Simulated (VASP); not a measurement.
# Pt (P6/mmm) in VASP: notebook

Pt is run at these levels: BLYP; tasks: single point.

All numbers are computed with VASP 6.6.1; they aren't measurements. Logs are shortened: lines on timing, memory, paths and dates and some standing lists are left out, and cuts for length are marked.

### 1 The cell of the first run

It takes space group P6/mmm (No. 191, hexagonal). Conventional cell: a = 4.631 Å, b = 4.631 Å, c = 2.754 Å, α = 90.00°, β = 90.00°, γ = 120.00°. Pt (site symmetry 6/mmm) has 14 Pt at 2.75 to 3.01 Å within 3.6 Å. Pt (site symmetry -6m2) has 11 Pt at 2.67 to 3.01 Å within 3.5 Å.

This isn't the form of Pt at room conditions, which is fcc.

### 2 Single point, BLYP

Input file INCAR:

```
AGGAC    = 1.0          
AGGAX    = 1.0          
ALDAC    = 0.0          
ALDAX    = 1.0          
ALGO     = Normal         # electronic algorithm
EDIFF    = 1E-7           # SCF threshold, eV
ENCUT    = 520            # plane-wave cutoff, eV
GGA      = B5             # functional
ISIF     = 2              # what is computed and relaxed
ISMEAR   = -1             # smearing method
LASPH    = T              # aspherical terms in the spheres
LCHARG   = F              # write CHGCAR
LREAL    = F              # projectors in reciprocal space
LWAVE    = F              # write WAVECAR
NBANDS   = 22             # bands
NELM     = 80             # most SCF steps
PREC     = Accurate       # precision mode
SIGMA    = 0.1            # smearing width, eV
```

Input file KPOINTS:

```
k-points
0
Gamma
  8 8 12
```

Input file POSCAR:

```
Pt
1.0
    4.6313162671      0.0000000000      0.0000000000
   -2.3156581336      4.0108375403      0.0000000000
    0.0000000000      0.0000000000      2.7542428213
Pt
3
Direct
    1.0000000000      1.0000000000      0.0000000000
    0.3333333333      0.6666666667      0.5000000000
    0.6666666667      0.3333333333      0.5000000000
```

Potentials or basis: VASP PAW PBE potentials, release 64 (Pt).

Run with:

```bash
$ cat potpaw_PBE.64/Pt/POTCAR > POTCAR
$ mpirun -np 1 vasp_std > vasp.out
```

OUTCAR:

```text
EDIFF = 1E-7
   ENCUT = 520
   GGA = B5
   ISIF = 2
   ISMEAR = -1
   LASPH = T
   LREAL = F
   NELM = 80
   PREC = Accurate

 ion  position               nearest neighbor table
   1  0.000  0.000  0.000-   2 3.01   3 3.01   2 3.01   3 3.01   3 3.01   3 3.01   2 3.01   2 3.01
                             3 3.01   3 3.01   2 3.01   2 3.01
   2  0.333  0.667  0.500-   3 2.67   3 2.67   3 2.67   1 3.01   1 3.01   1 3.01   1 3.01   1 3.01
                             1 3.01
   3  0.667  0.333  0.500-   2 2.67   2 2.67   2 2.67   1 3.01   1 3.01   1 3.01   1 3.01   1 3.01
                             1 3.01

  LATTYP: Found a hexagonal cell.
 ALAT       =     4.6313162671
 C/A-ratio  =     0.5946997921

  Lattice vectors:

 A1 = (   4.6313162671,   0.0000000000,   0.0000000000)
 A2 = (  -2.3156581336,   4.0108375403,   0.0000000000)
 A3 = (   0.0000000000,   0.0000000000,   2.7542428213)

Analysis of symmetry for initial positions (statically):
=====================================================================
 Subroutine PRICEL returns:
 Original cell was already a primitive cell.

 Routine SETGRP: Setting up the symmetry group for a
 hexagonal supercell.

 Subroutine GETGRP returns: Found 24 space group operations
 (whereof 24 operations were pure point group operations)
 out of a pool of 24 trial point group operations.

The static configuration has the point symmetry D_6h.

Analysis of symmetry for dynamics (positions and initial velocities):
=====================================================================
 Subroutine PRICEL returns:
 Original cell was already a primitive cell.

 Routine SETGRP: Setting up the symmetry group for a
 hexagonal supercell.

 Subroutine GETGRP returns: Found 24 space group operations
 (whereof 24 operations were pure point group operations)
 out of a pool of 24 trial point group operations.

The dynamic configuration has the point symmetry D_6h.

 Subroutine INISYM returns: Found 24 space group operations
 (whereof 24 operations are pure point group operations),
 and found     1 'primitive' translations

----------------------------------------------------------------------------------------

                                     Primitive cell

  volume of cell :      51.1613

[... 86 lines left out ...]
   LSORBIT =      F    spin-orbit coupling
   LASPH  =      T    aspherical Exc in radial PAW
   ENCUT  =  520.0 eV  38.22 Ry    6.18 a.u.   8.61  8.61  5.12*2*pi/ulx,y,z
   NELM   =     80;   NELMIN=  2; NELMDL= -5     # of ELM steps
   EDIFF  = 0.1E-06   stopping-criterion for ELM
   LREAL  =      F    real-space projection
   EDIFFG = 0.1E-05   stopping-criterion for IOM
   NSW    =      0    number of steps for IOM
   IBRION =     -1    ionic relax: 0-MD 1-quasi-New 2-CG
   NFREE  =      0    steps in history (QN), initial steepest desc. (CG)
   ISIF   =      2    stress and relaxation
   ISYM   =      2    0-nonsym 1-usesym 2-fastsym
   POTIM  = 0.5000    time-step for ionic-motion
   TEBEG  =    0.0;   TEEND  =   0.0 temperature during run
   PSTRESS=    0.0 pullay stress
   NELECT =      30.0000    total number of electrons
   NUPDOWN=      -1.0000    fix difference up-down
   EMIN   =  10.00;   EMAX   =-10.00  energy-range for DOS
   EFERMI =   0.00;   METHOD = LEGACY
   ISMEAR =    -1;   SIGMA  =   0.10  broadening in eV -4-tet -1-fermi 0-gaus
   EFERMI_NEDOS =   21; number of points for ismear=-14 and -15
   IALGO  =     38    algorithm
   IMIX   =      4    mixing-type and parameters
     AMIX     =   0.40;   BMIX     =  1.00
     AMIX_MAG =   1.60;   BMIX_MAG =  1.00
  volume/ion in A,a.u.               =      17.05       115.08
  Fermi-wavevector in a.u.,A,eV,Ry     =   1.370255  2.589406 25.546275  1.877598
  Thomas-Fermi vector in A             =   2.496057
   LORBIT       =      0    0 simple, 1 ext, 2 COOP (PROOUT), +10 PAW based schemes
   GGA     = B5    functional components
   LHFCALC =     F    Hartree Fock is set to
   AEXX    =    0.0000 exact exchange contribution
   IVDW    =     0    specifies the selected vdW correction
   LEPSILON=     F    determine dielectric tensor
   LRPA    =     F    only Hartree local field effects (RPA)
 non-spin polarized calculation
  energy-cutoff  :      520.00
  volume of cell :       51.16
 maximum number of plane-waves:      1402
 NGX is ok and might be reduce to    36
   NGX = 17   NGY = 17   NGZ = 11

 number of electron      29.9999995 magnetization

 Free energy of the ion-electron system (eV)
  ---------------------------------------------------
  ext. energy  EPLUGINS =         0.00000000
  ---------------------------------------------------
  free energy    TOTEN  =       -14.78743673 eV

  energy without entropy =      -14.61559157  energy(sigma->0) =      -14.70151415

 E-fermi :   9.5856     XC(G=0): -12.0734

 val. band max:        9.5800465596   @ k =   0.3750   0.0000   0.0833
 cond. band min:       9.5893005811   @ k =   0.3750   0.2500   0.3333
 fundamental gap:      0.0092540216
 Fermi energy:         9.5856220080

 k-point     1 :       0.0000    0.0000    0.0000
  band No.  band energies     occupation
      1       0.8579      2.00000
      2       3.9684      2.00000
      3       5.2815      2.00000
      4       5.9559      2.00000
      5       6.0299      2.00000
      6       6.0299      2.00000
[... 589 lines left out ...]
     21      22.3755      0.00000
     22      22.8033      0.00000

 [... further k-points ...]

------------------------ aborting loop because EDIFF is reached ----------------------------------------

  FORCE on cell =-STRESS in cart. coord.  units (eV):
  Direction    XX          YY          ZZ          XY          YZ          ZX
  --------------------------------------------------------------------------------------
  -------------------------------------------------------------------------------------
  Total        0.2841846      0.2841846      0.2926736     -0.0000000     -0.0000000      0.0000000
  in kB        8.8995785      8.8995785      9.1654201     -0.0000000     -0.0000000      0.0000000
  external PRESSURE =       8.9881924 kB  Pullay stress =       0.0000000 kB

 VOLUME and BASIS-vectors are now :
 -----------------------------------------------------------------------------
  energy-cutoff  :      520.00
  volume of cell :       51.16
      direct lattice vectors                 reciprocal lattice vectors
     4.631316267  0.000000000  0.000000000     0.215921337  0.124662242  0.000000000
    -2.315658134  4.010837540  0.000000000     0.000000000  0.249324484  0.000000000
     0.000000000  0.000000000  2.754242821     0.000000000  0.000000000  0.363076194

 POSITION                                       TOTAL-FORCE (eV/Angst)
 -----------------------------------------------------------------------------------
      0.00000      0.00000      0.00000         0.000000      0.000000      0.000000
     -0.00000      2.67389      1.37712        -0.000000     -0.000000     -0.000000
      2.31566      1.33695      1.37712         0.000000      0.000000      0.000000
 -----------------------------------------------------------------------------------
    total drift:                                0.000000      0.000000     -0.000000

  FREE ENERGIE OF THE ION-ELECTRON SYSTEM (eV)
  ---------------------------------------------------
  free  energy   TOTEN  =       -14.7874367337 eV

  energy  without entropy=      -14.6155915689  energy(sigma->0) =      -14.70151415
```

OSZICAR:

```text
N       E                     dE             d eps       ncg     rms          rms(c)
DAV:   1     0.172618591616E+03    0.17262E+03   -0.15219E+04  3120   0.129E+03
DAV:   2    -0.116275765073E+02   -0.18425E+03   -0.17106E+03  3416   0.279E+02
DAV:   3    -0.158289111201E+02   -0.42013E+01   -0.41280E+01  3524   0.418E+01
DAV:   4    -0.158599594996E+02   -0.31048E-01   -0.31042E-01  3476   0.385E+00
DAV:   5    -0.158603395009E+02   -0.38000E-03   -0.38000E-03  3620   0.462E-01    0.156E+01
DAV:   6    -0.148829399527E+02    0.97740E+00   -0.23482E+00  3272   0.116E+01    0.822E+00
DAV:   7    -0.150385591971E+02   -0.15562E+00   -0.19418E+00  3338   0.103E+01    0.594E+00
DAV:   8    -0.147902004742E+02    0.24836E+00   -0.73121E-01  3236   0.829E+00    0.267E+00
DAV:   9    -0.147907727184E+02   -0.57224E-03   -0.39149E-02  3482   0.146E+00    0.545E-01
DAV:  10    -0.147874466511E+02    0.33261E-02   -0.13619E-02  3350   0.102E+00    0.108E-01
DAV:  11    -0.147874580199E+02   -0.11369E-04   -0.52007E-04  3380   0.185E-01    0.930E-02
DAV:  12    -0.147874363056E+02    0.21714E-04   -0.89235E-05  3530   0.846E-02    0.797E-03
DAV:  13    -0.147874368498E+02   -0.54421E-06   -0.25587E-06  3422   0.131E-02    0.327E-03
DAV:  14    -0.147874367231E+02    0.12672E-06   -0.25938E-07  2280   0.399E-03    0.127E-03
DAV:  15    -0.147874367337E+02   -0.10601E-07   -0.38763E-08  1876   0.150E-03
   1 F= -.14787437E+02 E0= -.14701514E+02  d E =-.171845E+00
```

Run time: 66 s. Hardware: 1 thread of AMD EPYC 7R13 (Zen 3), shared host; peak memory 0.18 GiB.

Results:

```yaml
Free_energy: -14.7874 eV
Pressure: 0.9 GPa
Band_gap_on_the_k_mesh: zero (bands 15 and 16 overlap by 1.23 eV)
```

Levels at points of the mesh, in eV from the Fermi level:
```tsv
k point	band 12	band 13	band 14	band 15	band 16	band 17	band 18	band 19
(0.00, 0.00, 0.00)	-1.72	-1.59	-1.59	0.26	0.26	4.54	5.46	7.05
(0.50, 0.00, 0.00)	-0.82	-0.31	-0.30	-0.25	-0.23	0.30	0.53	5.28
(0.00, 0.00, 0.50)	-0.49	-0.17	-0.17	1.00	2.22	2.58	7.75	8.23
(0.50, 0.00, 0.50)	-0.79	-0.40	0.11	0.60	2.28	2.64	5.05	5.20
```

Caveat: the PAW data sets were made with another functional, which shifts forces and pressure a little; spin-orbit coupling is left out, which moves the levels of the heavy elements.

### 3 Single point, BLYP (15.01 Å³/atom)

This run uses another cell than the first one, of 15.01 Å³/atom.

Input file INCAR:

```
SYSTEM = Pt
  AGGAC = 1.0
  AGGAX = 1.0
  ALDAC = 0.0
  ALDAX = 1.0
  ALGO = Normal
  EDIFF = 1E-6
  ENCUT = 520
  GGA = B5
  ISIF = 2
  ISMEAR = -1
  LASPH = .TRUE.
  LCHARG = .FALSE.
  LREAL = .FALSE.
  LWAVE = .FALSE.
  NBANDS = 22
  NELM = 60
  PREC = Accurate
  SIGMA = 0.1
```

Input file KPOINTS:

```
k-points
0
G
  9 9 13
  0 0 0
```

Input file POSCAR:

```
Pt
1.0
    4.4381161453      0.0000000000      0.0000000000
   -2.2190580727      3.8435213268      0.0000000000
    0.0000000000      0.0000000000      2.6393467490
Pt
3
Direct
    1.0000000000      1.0000000000      0.0000000000
    0.3333333333      0.6666666667      0.5000000000
    0.6666666667      0.3333333333      0.5000000000
```

Potentials or basis: VASP PAW PBE potentials, release 64 (Pt).

Run with:

```bash
$ cat potpaw_PBE.64/Pt/POTCAR > POTCAR
$ mpirun -np 1 vasp_std > vasp.out
```

Wall time 69 s (1 thread of AMD EPYC 7R13 (Zen 3), shared host); peak memory 0.18 GiB.

The run converged. Its results:

| Property | Result |
| --- | --- |
| Free energy | -14.1462 eV |
| Pressure | 35.8 GPa |
| Band gap on the k mesh | zero (bands 15 and 16 overlap by 1.43 eV) |

Stress tensor (GPa, compression positive):
```
35.30  0.00  0.00
 0.00 35.30  0.00
 0.00  0.00 36.65
```

Levels at points of the mesh, in eV from the Fermi level:
```csv
k point,band 12,band 13,band 14,band 15,band 16,band 17,band 18,band 19
"(0.00, 0.00, 0.00)",-2.12,-1.99,-1.99,0.36,0.36,5.22,6.22,7.72
```

Caveat: the cell stands under pressure; the PAW data sets were made with another functional, which shifts forces and pressure a little; spin-orbit coupling is left out, which moves the levels of the heavy elements.

### 4 Single point, BLYP (15.69 Å³/atom)

This run uses another cell than the first one, of 15.69 Å³/atom.

Input file INCAR:

```
AGGAC = 1.0 ; AGGAX = 1.0
ALDAC = 0.0 ; ALDAX = 1.0
ALGO = Normal ; EDIFF = 1E-6
ENCUT = 520 ; GGA = B5
ISIF = 2 ; ISMEAR = -1
LASPH = True ; LCHARG = True
LELF = True ; LREAL = False
LVHAR = True ; LWAVE = False
NBANDS = 22 ; NELM = 100
PREC = Accurate ; SIGMA = 0.1
```

Input file KPOINTS:

```
k-points
0
Gamma
  9 9 13
```

Input file POSCAR:

```
Pt
1.0
    4.5043664521      0.0000000000      0.0000000000
   -2.2521832260      3.9008957755      0.0000000000
    0.0000000000      0.0000000000      2.6787457926
Pt
3
Direct
    1.0000000000      1.0000000000      0.0000000000
    0.3333333333      0.6666666667      0.5000000000
    0.6666666667      0.3333333333      0.5000000000
```

Potentials or basis: VASP PAW PBE potentials, release 64 (Pt).

Run with:

```bash
$ cat potpaw_PBE.64/Pt/POTCAR > POTCAR
$ mpirun -np 1 vasp_std > vasp.out
```

OUTCAR:

```text
EDIFF = 1E-6
   ENCUT = 520
   GGA = B5
   ISIF = 2
   ISMEAR = -1
   LASPH = True
   LREAL = False
   NELM = 100
   PREC = Accurate

 ion  position               nearest neighbor table
   1  0.000  0.000  0.000-   2 2.93   3 2.93   2 2.93   3 2.93   2 2.93   2 2.93   3 2.93   3 2.93
                             3 2.93   3 2.93   2 2.93   2 2.93
   2  0.333  0.667  0.500-   3 2.60   3 2.60   3 2.60   1 2.93   1 2.93   1 2.93   1 2.93   1 2.93
                             1 2.93
   3  0.667  0.333  0.500-   2 2.60   2 2.60   2 2.60   1 2.93   1 2.93   1 2.93   1 2.93   1 2.93
                             1 2.93

[... 799 lines left out ...]
  --------------------------------------------------------------------------------------
  -------------------------------------------------------------------------------------
  Total        6.0793476      6.0793476      6.3965664      0.0000000      0.0000000     -0.0000000
  in kB      206.9369258    206.9369258    217.7348418      0.0000000      0.0000000     -0.0000000
  external PRESSURE =     210.5362311 kB  Pullay stress =       0.0000000 kB

 VOLUME and BASIS-vectors are now :
 -----------------------------------------------------------------------------
  energy-cutoff  :      520.00
  volume of cell :       47.07
      direct lattice vectors                 reciprocal lattice vectors
     4.504366452  0.000000000  0.000000000     0.222006804  0.128175688  0.000000000
    -2.252183226  3.900895775  0.000000000     0.000000000  0.256351376  0.000000000
     0.000000000  0.000000000  2.678745793     0.000000000  0.000000000  0.373309032

 POSITION                                       TOTAL-FORCE (eV/Angst)
 -----------------------------------------------------------------------------------
      0.00000      0.00000      0.00000        -0.000000      0.000000     -0.000000
     -0.00000      2.60060      1.33937        -0.000000     -0.000000      0.000000
      2.25218      1.30030      1.33937         0.000000      0.000000     -0.000000
 -----------------------------------------------------------------------------------
    total drift:                                0.000000     -0.000000     -0.000000

  FREE ENERGIE OF THE ION-ELECTRON SYSTEM (eV)
  ---------------------------------------------------
  free  energy   TOTEN  =       -14.5062126706 eV

  energy  without entropy=      -14.3372591319  energy(sigma->0) =      -14.42173590
```

Wall time 71 s (1 thread of AMD EPYC 7R13 (Zen 3), shared host); peak memory 0.18 GiB.

Results:

```
Free energy            : -14.5062 eV
Pressure               : 21.1 GPa
Band gap on the k mesh : zero (bands 15 and 16 overlap by 1.32 eV)
```

Caveat: the cell stands under pressure; the PAW data sets were made with another functional, which shifts forces and pressure a little; spin-orbit coupling is left out, which moves the levels of the heavy elements.

### 5 Overview

| cell | k mesh | gap on the mesh (eV) | pressure (GPa) |
| --- | --- | --- | --- |
| a = 4.631, b = 4.631, c = 2.754 Å, angles 90.0, 90.0, 120.0°, 3 atoms | 8 × 8 × 12 | none | 0.9 |
| a = 4.438, b = 4.438, c = 2.639 Å, angles 90.0, 90.0, 120.0°, 3 atoms | 9 × 9 × 13 | none | 35.8 |
| a = 4.504, b = 4.504, c = 2.679 Å, angles 90.0, 90.0, 120.0°, 3 atoms | 9 × 9 × 13 | none | 21.1 |

Alike in all rows: task single point; level BLYP; potentials or basis VASP PAW PBE potentials, release 64 (Pt); no spin polarisation; cutoff (eV) 520; smearing fermi-dirac 0.1 eV.

Caveats: the PAW data sets were made with another functional, which shifts forces and pressure a little; spin-orbit coupling is left out, which moves the levels of the heavy elements; the cell stands under pressure (at least some runs).

Absolute energies hang on the potentials; compare differences alone.
